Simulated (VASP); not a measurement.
Runs of VASP 6.6.1 on Pb. The structure is that of space group P6/mmm (No. 191), or close to it. The cells are those of the table. 

| cell | k mesh | gap on the mesh (eV) | pressure (GPa) |
| --- | --- | --- | --- |
| a = 5.539, b = 5.539, c = 3.347 Å, angles 90.0, 90.0, 120.0°, 3 atoms | 7 × 7 × 10 | none | 3.9 |
| a = 5.695, b = 5.695, c = 3.442 Å, angles 90.0, 90.0, 120.0°, 3 atoms | 9 × 9 × 12 | none | -0.2 |
| a = 5.458, b = 5.458, c = 3.298 Å, angles 90.0, 90.0, 120.0°, 3 atoms | 7 × 7 × 10 | none | (a) |
| a = 5.915, b = 5.915, c = 3.574 Å, angles 90.0, 90.0, 120.0°, 3 atoms | 7 × 7 × 10 | none | (b) |
| a = 5.695, b = 5.695, c = 3.442 Å, angles 90.0, 90.0, 120.0°, 3 atoms | 7 × 7 × 10 | none | 0.0 |

Alike in all rows: task single point; level PBE; potentials or basis VASP PAW PBE potentials, release 64 (Pb_d); no spin polarisation; cutoff (eV) 520; smearing fermi-dirac 0.1 eV.

Question: Estimate the missing entries.

Answer: (a) 6.6; (b) -3.3.

Caveats: spin-orbit coupling is left out, which moves the levels of the heavy elements.

A k mesh can miss the band edges, and the runs leave out spin-orbit coupling on Pb.

A gap of «none» marks levels without a gap at the run's occupations.
